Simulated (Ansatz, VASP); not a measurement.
# CdSe in VASP and in Ansatz

Contents of INCAR:

```
ALGO = Normal
EDIFF = 1E-6
ENCUT = 520
GGA = PS
ISIF = 2
ISMEAR = -1
LASPH = True
LCHARG = False
LREAL = False
LWAVE = False
NBANDS = 16
NELM = 60
PREC = Accurate
SIGMA = 0.03
```

File KPOINTS:

```
k-points
0
Gamma
  7 7 7
```

The input POSCAR:

```
CdSe
1.0
    0.0000000000      3.0702711986      3.0702711986
    3.0702711986      0.0000000000      3.0702711986
    3.0702711986      3.0702711986      0.0000000000
Cd Se
1 1
Direct
   -0.1350000000      0.0450000000      0.0450000000
    0.3850000000      0.2050000000      0.2050000000
```

Input for Ansatz:

```yaml
crystal:
  lattice:
    - [0.0, 3.0702711986, 3.0702711986]
    - [3.0702711986, 0.0, 3.0702711986]
    - [3.0702711986, 3.0702711986, 0.0]
  atoms:
    - { symbol: Cd, position: [-0.135, 0.045, 0.045] }
    - { symbol: Se, position: [0.385, 0.205, 0.205] }
kpoints:
  mp_grid: { grid: [7, 7, 7] }
scf:
  occupations: { method: fermi_dirac, width: 0.03 }
hamiltonian:
  xc: pbesol
  pseudopotentials: { kind: paw, level: accurate }
output:
  forces: true
  stress: true
  eigenvalues: true
  write_density: true
  write_potential: true
  elf: true
  volumetric_format: npy
```

Alike in both runs: task single point; functional PBEsol; k mesh 7 × 7 × 7; occupations fermi-dirac, width 0.03 eV; no spin polarisation.

|  | VASP | Ansatz |
| --- | --- | --- |
| version | VASP 6.6.1 | Ansatz 0.2.0 |
| potentials or method | VASP PAW PBE potentials, release 64 (Cd, Se) | PAW with other files of Ansatz's library (level accurate), scalar-relativistic |
| plane-wave cutoff (eV) | 520 | 620 |
| valence electrons in the cell | 18 | 36 |

Ansatz gave:

| Property | Result |
| --- | --- |
| pressure (GPa) | 57.8 |
| traceless stress, the component that is largest in VASP (GPa) | -61.29 |
| rms of the force components (eV/Å) | 23.097 |

Question: Estimate VASP's values.

Answer: Pressure (GPa): 59.1; traceless stress, the component that is largest in VASP (GPa): -62.38; rms of the force components (eV/Å): 23.495.

VASP's potentials were made for PBE, not for PBEsol. Atom by atom the forces differ by 0.398 eV/Å (rms over components). Both programs put the cell under a high pressure, so it lies far from rest at this level. VASP's potentials hold 18 valence electrons a cell and Ansatz's 36, so a difference there can come from the potentials and not from the codes. Ansatz's warnings: written density without core change.
